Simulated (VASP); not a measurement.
# AlNi in VASP: a series of runs, part 2 of 2

VASP 6.6.1. The steps go on from the part before.

**3. Single point, PBEsol (atoms displaced along a vibrational mode)**

INCAR

```
SYSTEM = AlNi
PREC = Accurate
ENCUT = 520
EDIFF = 1E-6
ISMEAR = 0
SIGMA = 0.15
LREAL = .FALSE.
LASPH = .TRUE.
NELM = 80
ALGO = Fast
ISIF = 2
LWAVE = .FALSE.
LCHARG = .FALSE.
GGA = PS
NBANDS = 14
```

KPOINTS

```
regular mesh
0
G
  16 16 16
  0 0 0
```

POSCAR

```
AlNi
1.0
    2.0211996418     -2.0211459310      0.0000000000
    2.0211996418      2.0211459310      0.0000000000
    0.0000000000      0.0000000000      2.8688666946
Al Ni
1 1
Direct
   -0.0066471451      0.0000000000     -0.0132456486
    0.5030557133      0.5000000000      0.5060890658
```

Potentials or basis: VASP PAW PBE potentials, release 64 (Al, Ni).

Command:

```sh
$ cat potpaw_PBE.64/Al/POTCAR potpaw_PBE.64/Ni/POTCAR > POTCAR
$ mpirun -np 1 vasp_std > vasp.out
```

OUTCAR:

```text
SYSTEM = AlNi
   PREC = Accurate
   ENCUT = 520
   EDIFF = 1E-6
   ISMEAR = 0
   LREAL = .FALSE.
   LASPH = .TRUE.
   NELM = 80
   ISIF = 2
   GGA = PS

 ion  position               nearest neighbor table
   1  0.993  0.000  0.987-   2 2.43   2 2.43   2 2.46   2 2.46   2 2.50   2 2.50   2 2.53   2 2.53

   2  0.503  0.500  0.506-   1 2.43   1 2.43   1 2.46   1 2.46   1 2.50   1 2.50   1 2.53   1 2.53

  LATTYP: Found a base centered orthorhombic cell.
 ALAT       =     4.0422918620
 B/A-ratio  =     1.0000265744
 C/A-ratio  =     0.7097129036

  Lattice vectors:

 A1 = (  -2.0211996418,  -2.0211459310,   0.0000000000)
 A2 = (   2.0211996418,  -2.0211459310,   0.0000000000)
 A3 = (   0.0000000000,   0.0000000000,   2.8688666946)

Analysis of symmetry for initial positions (statically):
=====================================================================
 Subroutine PRICEL returns:
 Original cell was already a primitive cell.

 Routine SETGRP: Setting up the symmetry group for a
 base centered orthorhombic supercell.

 Subroutine GETGRP returns: Found  1 space group operations
 (whereof  1 operations were pure point group operations)
 out of a pool of  8 trial point group operations.

The static configuration has the point symmetry C_1 .

Analysis of symmetry for dynamics (positions and initial velocities):
=====================================================================
 Subroutine PRICEL returns:
 Original cell was already a primitive cell.

 Routine SETGRP: Setting up the symmetry group for a
 base centered orthorhombic supercell.

 Subroutine GETGRP returns: Found  1 space group operations
 (whereof  1 operations were pure point group operations)
 out of a pool of  8 trial point group operations.

The dynamic configuration has the point symmetry C_1 .

 Subroutine INISYM returns: Found  1 space group operations
 (whereof  1 operations are pure point group operations),
 and found     1 'primitive' translations

----------------------------------------------------------------------------------------

                                     Primitive cell

  volume of cell :      23.4394

  direct lattice vectors                    reciprocal lattice vectors
     2.021199642 -2.021145931  0.000000000     0.247377839 -0.247384413  0.000000000
     2.021199642  2.021145931  0.000000000     0.247377839  0.247384413  0.000000000
     0.000000000  0.000000000  2.868866695     0.000000000  0.000000000  0.348569699

  length of vectors
     2.858369967  2.858369967  2.868866695     0.349849744  0.349849744  0.348569699

  position of ions in fractional coordinates (direct lattice)
     0.993352855  0.000000000  0.986754351
     0.503055713  0.500000000  0.506089066

  ion indices of the primitive-cell ions
   primitive index   ion index
                 1           1
                 2           2

----------------------------------------------------------------------------------------

 KPOINTS: regular mesh

Automatic generation of k-mesh.
 Grid dimensions read from file:
 generate k-points for:   16   16   16

 Generating k-lattice:

[... 44 lines left out ...]
   number of dos      NEDOS =    301   number of ions     NIONS =      2
   total plane-waves  NPLWV =  13824
   dimension x,y,z NGX =    24 NGY =   24 NGZ =   24
   dimension x,y,z NGXF=    48 NGYF=   48 NGZF=   48
   ions per type =               1   1
   NGX,Y,Z   is equivalent  to a cutoff of  13.96, 13.96, 13.91 a.u.
   NGXF,Y,Z  is equivalent  to a cutoff of  27.92, 27.92, 27.82 a.u.
 SYSTEM =  AlNi
   PREC   = accura    normal or accurate (medium, high low for compatibility)
   ISTART =      0    job   : 0-new  1-cont  2-samecut
   ICHARG =      2    charge: 1-file 2-atom 10-const
   ISPIN  =      1    spin polarized calculation?
   LNONCOLLINEAR =      F non collinear calculations
   LSORBIT =      F    spin-orbit coupling
   LASPH  =      T    aspherical Exc in radial PAW
   ENCUT  =  520.0 eV  38.22 Ry    6.18 a.u.   5.31  5.31  5.33*2*pi/ulx,y,z
   NELM   =     80;   NELMIN=  2; NELMDL= -5     # of ELM steps
   EDIFF  = 0.1E-05   stopping-criterion for ELM
   LREAL  =      F    real-space projection
   EDIFFG = 0.1E-04   stopping-criterion for IOM
   NSW    =      0    number of steps for IOM
   IBRION =     -1    ionic relax: 0-MD 1-quasi-New 2-CG
   NFREE  =      0    steps in history (QN), initial steepest desc. (CG)
   ISIF   =      2    stress and relaxation
   ISYM   =      2    0-nonsym 1-usesym 2-fastsym
   POTIM  = 0.5000    time-step for ionic-motion
   TEBEG  =    0.0;   TEEND  =   0.0 temperature during run
   PSTRESS=    0.0 pullay stress
   NELECT =      13.0000    total number of electrons
   NUPDOWN=      -1.0000    fix difference up-down
   EMIN   =  10.00;   EMAX   =-10.00  energy-range for DOS
   EFERMI =   0.00;   METHOD = LEGACY
   ISMEAR =     0;   SIGMA  =   0.15  broadening in eV -4-tet -1-fermi 0-gaus
   EFERMI_NEDOS =   21; number of points for ismear=-14 and -15
   IALGO  =     68    algorithm
   IMIX   =      4    mixing-type and parameters
     AMIX     =   0.40;   BMIX     =  1.00
     AMIX_MAG =   1.60;   BMIX_MAG =  1.00
  volume/ion in A,a.u.               =      11.72        79.09
  Fermi-wavevector in a.u.,A,eV,Ry     =   1.345055  2.541786 24.615310  1.809174
  Thomas-Fermi vector in A             =   2.472999
   LORBIT       =      0    0 simple, 1 ext, 2 COOP (PROOUT), +10 PAW based schemes
   GGA     = PS    functional components
   LHFCALC =     F    Hartree Fock is set to
   AEXX    =    0.0000 exact exchange contribution
   IVDW    =     0    specifies the selected vdW correction
   LEPSILON=     F    determine dielectric tensor
   LRPA    =     F    only Hartree local field effects (RPA)
 non-spin polarized calculation
 RMM-DIIS sequential band-by-band and
 Gauss-broadening in eV      SIGMA  =   0.15
  energy-cutoff  :      520.00
  volume of cell :       23.44
 maximum number of plane-waves:       653
 NGX is ok and might be reduce to    24
   NGX = 11   NGY = 11   NGZ = 11

 number of electron      13.0000002 magnetization

 Free energy of the ion-electron system (eV)
  ---------------------------------------------------
  ext. energy  EPLUGINS =         0.00000000
  ---------------------------------------------------
  free energy    TOTEN  =       -11.57915430 eV

  energy without entropy =      -11.57065760  energy(sigma->0) =      -11.57490595

 E-fermi :  10.1642     XC(G=0): -12.2623

 val. band max:       10.1621749301   @ k =   0.4375   0.2500   0.4375
 cond. band min:      10.1645623648   @ k =  -0.1875   0.1875   0.3750
 fundamental gap:      0.0023874347
 Fermi energy:        10.1642171227

 k-point     1 :       0.0000    0.0000    0.0000
  band No.  band energies     occupation
      1      -1.1149      2.00000
      2       6.8250      2.00000
      3       6.8260      2.00000
      4       8.5733      2.00000
      5       8.5747      2.00000
      6       8.5831      2.00000
      7      15.6584      0.00000
      8      15.7897      0.00000
      9      15.7901      0.00000
     10      18.3645      0.00000
     11      18.3937      0.00000
     12      24.2248      0.00000
     13      31.2323      0.00000
     14      31.2785      0.00000
[... 377 lines left out ...]
      1       0.1098      2.00000
      2       6.4777      2.00000
      3       7.0666      2.00000
      4       8.1502      2.00000
      5       8.1826      2.00000
      6       8.5914      2.00000
      7      11.0916      0.00000
      8      16.2547      0.00000
      9      17.1934      0.00000
     10      19.0471      0.00000
     11      22.3996      0.00000
     12      25.1033      0.00000
     13      25.8827      0.00000
     14      28.4373      0.00000

 [... further k-points ...]

------------------------ aborting loop because EDIFF is reached ----------------------------------------

  FORCE on cell =-STRESS in cart. coord.  units (eV):
  Direction    XX          YY          ZZ          XY          YZ          ZX
  --------------------------------------------------------------------------------------
  -------------------------------------------------------------------------------------
  Total        0.0904944      0.0914811      0.0211287      0.0030660     -0.0246121      0.0246040
  in kB        6.1856442      6.2530883      1.4442280      0.2095730     -1.6823324      1.6817812
  external PRESSURE =       4.6276535 kB  Pullay stress =       0.0000000 kB

 VOLUME and BASIS-vectors are now :
 -----------------------------------------------------------------------------
  energy-cutoff  :      520.00
  volume of cell :       23.44
      direct lattice vectors                 reciprocal lattice vectors
     2.021199642 -2.021145931  0.000000000     0.247377839 -0.247384413  0.000000000
     2.021199642  2.021145931  0.000000000     0.247377839  0.247384413  0.000000000
     0.000000000  0.000000000  2.868866695     0.000000000  0.000000000  0.348569699

 POSITION                                       TOTAL-FORCE (eV/Angst)
 -----------------------------------------------------------------------------------
      2.00776     -2.00771      2.83087         0.124006     -0.124033      0.348762
      2.02738     -0.00618      1.45190        -0.124006      0.124033     -0.348762
 -----------------------------------------------------------------------------------
    total drift:                               -0.000146      0.000146     -0.000542

  FREE ENERGIE OF THE ION-ELECTRON SYSTEM (eV)
  ---------------------------------------------------
  free  energy   TOTEN  =       -11.5791543050 eV

  energy  without entropy=      -11.5706576042  energy(sigma->0) =      -11.57490595
```

Wall time 9.4 min (1 thread of Intel Xeon 8259CL, shared host); peak memory 0.75 GiB.

What came out:

| Property | Result |
| --- | --- |
| Free energy | -11.5792 eV |
| Pressure | 0.5 GPa |
| Largest force | 0.390 eV/Å |
| Band gap on the k mesh | zero (an odd number of electrons rules out a gap without spin polarisation) |

Forces on the atoms (eV/Å):
```
Al   0.124 -0.124  0.349
Ni  -0.124  0.124 -0.349
```

Levels at points of the mesh, in eV from the Fermi level:
| k point | band 4 | band 5 | band 6 | band 7 | band 8 | band 9 | band 10 | band 11 |
| --- | --- | --- | --- | --- | --- | --- | --- | --- |
| (0.00, 0.00, 0.00) | -1.59 | -1.59 | -1.58 | 5.49 | 5.63 | 5.63 | 8.20 | 8.23 |
| (0.50, 0.00, 0.00) | -2.32 | -2.31 | -1.50 | -0.65 | 8.33 | 10.02 | 10.13 | 11.02 |
| (0.00, 0.50, 0.00) | -2.32 | -2.31 | -1.50 | -0.65 | 8.33 | 10.02 | 10.14 | 11.02 |
| (0.50, 0.50, 0.00) | -2.92 | -2.14 | -2.14 | -1.04 | 1.52 | 2.61 | 12.46 | 15.03 |
| (0.00, 0.00, 0.50) | -2.30 | -2.30 | -1.49 | -0.68 | 8.33 | 10.11 | 10.11 | 11.12 |
| (0.50, 0.00, 0.50) | -2.92 | -2.14 | -2.13 | -1.05 | 1.48 | 2.58 | 12.55 | 15.28 |
| (0.00, 0.50, 0.50) | -2.94 | -2.14 | -2.13 | -1.05 | 1.48 | 2.58 | 12.55 | 15.21 |
| (0.50, 0.50, 0.50) | -1.02 | -1.01 | 1.95 | 1.96 | 1.96 | 3.85 | 4.56 | 4.56 |

Caveat: the cell differs from its parent crystal (atoms displaced along a vibrational mode); the PAW data sets were made with another functional, which shifts forces and pressure a little. Spin polarisation is off, so any magnetic state and its effect on volume and gap are missing.

**4. Single point, PBEsol (atoms displaced along a vibrational mode)**

INCAR

```
SYSTEM = AlNi
PREC = Accurate ; ENCUT = 520
EDIFF = 1E-7 ; ISMEAR = 0
SIGMA = 0.15 ; LREAL = .False.
LASPH = .True. ; NELM = 60
ALGO = Fast ; ISIF = 2
LWAVE = .False. ; LCHARG = .False.
GGA = PS ; NBANDS = 14
```

KPOINTS

```
Automatic mesh
0
Gamma
  16 16 16
  0 0 0
```

POSCAR

```
AlNi
1.0
    2.0211996418     -2.0211459310      0.0000000000
    2.0211996418      2.0211459310      0.0000000000
    0.0000000000      0.0000000000      2.8688666946
Al Ni
1 1
Direct
   -0.0132942903      0.0000000000     -0.0066228243
    0.5061114266      0.5000000000      0.5030445329
```

Command:

```sh
$ cat potpaw_PBE.64/Al/POTCAR potpaw_PBE.64/Ni/POTCAR > POTCAR
$ mpirun -np 1 vasp_std > vasp.out
```

Wall time 12 min (1 thread of Intel Xeon 8259CL, shared host); peak memory 0.76 GiB.

The run converged. Its results:

```
Free energy            : -11.5792 eV
Pressure               : 0.5 GPa
Largest force          : 0.390 eV/Å
Band gap on the k mesh : zero (an odd number of electrons rules out a gap without spin polarisation)
```

Forces in eV/Å, atoms in the order of the input:
```
Al   0.246 -0.246  0.176
Ni  -0.246  0.246 -0.176
```

Stress tensor (GPa, compression positive):
```
 0.56  0.08  0.17
 0.08  0.56 -0.17
 0.17 -0.17  0.27
```

Levels at points of the mesh, in eV from the Fermi level:
| k point | band 4 | band 5 | band 6 | band 7 | band 8 | band 9 | band 10 | band 11 |
| --- | --- | --- | --- | --- | --- | --- | --- | --- |
| (0.00, 0.00, 0.00) | -1.59 | -1.59 | -1.58 | 5.49 | 5.63 | 5.63 | 8.20 | 8.23 |
| (0.50, 0.00, 0.00) | -2.32 | -2.30 | -1.50 | -0.65 | 8.33 | 10.00 | 10.12 | 11.05 |
| (0.00, 0.50, 0.00) | -2.33 | -2.30 | -1.50 | -0.65 | 8.33 | 10.01 | 10.15 | 11.03 |
| (0.50, 0.50, 0.00) | -2.90 | -2.15 | -2.15 | -1.04 | 1.52 | 2.61 | 12.46 | 15.15 |
| (0.00, 0.00, 0.50) | -2.31 | -2.30 | -1.49 | -0.68 | 8.33 | 10.12 | 10.13 | 11.09 |
| (0.50, 0.00, 0.50) | -2.91 | -2.14 | -2.13 | -1.05 | 1.48 | 2.58 | 12.55 | 15.29 |
| (0.00, 0.50, 0.50) | -2.94 | -2.12 | -2.12 | -1.05 | 1.48 | 2.58 | 12.55 | 15.10 |
| (0.50, 0.50, 0.50) | -1.02 | -1.01 | 1.95 | 1.95 | 1.97 | 3.85 | 4.56 | 4.58 |

Caveat: the cell differs from its parent crystal (atoms displaced along a vibrational mode); the PAW data sets were made with another functional, which shifts forces and pressure a little. Spin polarisation is off, so any magnetic state and its effect on volume and gap are missing.

**5. The runs side by side**

```csv
cell,further INCAR settings,gap on the mesh (eV),pressure (GPa),largest force (eV/Å)
"as given, atomic positions A",ALGO = Fast; EDIFF = 1e-06; NBANDS = 14,none,0.7,0.52
"as given, atomic positions B",ALGO = Fast; EDIFF = 1e-06; NBANDS = 14,none,0.5,0.39
"as given, atomic positions C",ALGO = Fast; EDIFF = 1e-07; NBANDS = 14,none,0.5,0.39
```

Alike in all rows: task single point; level PBEsol; potentials or basis VASP PAW PBE potentials, release 64 (Al, Ni); no spin polarisation; k mesh 16 × 16 × 16; cutoff (eV) 520; smearing gaussian 0.15 eV.

Caveats: the PAW data sets were made with another functional, which shifts forces and pressure a little.

Absolute energies hang on the potentials; compare differences alone.
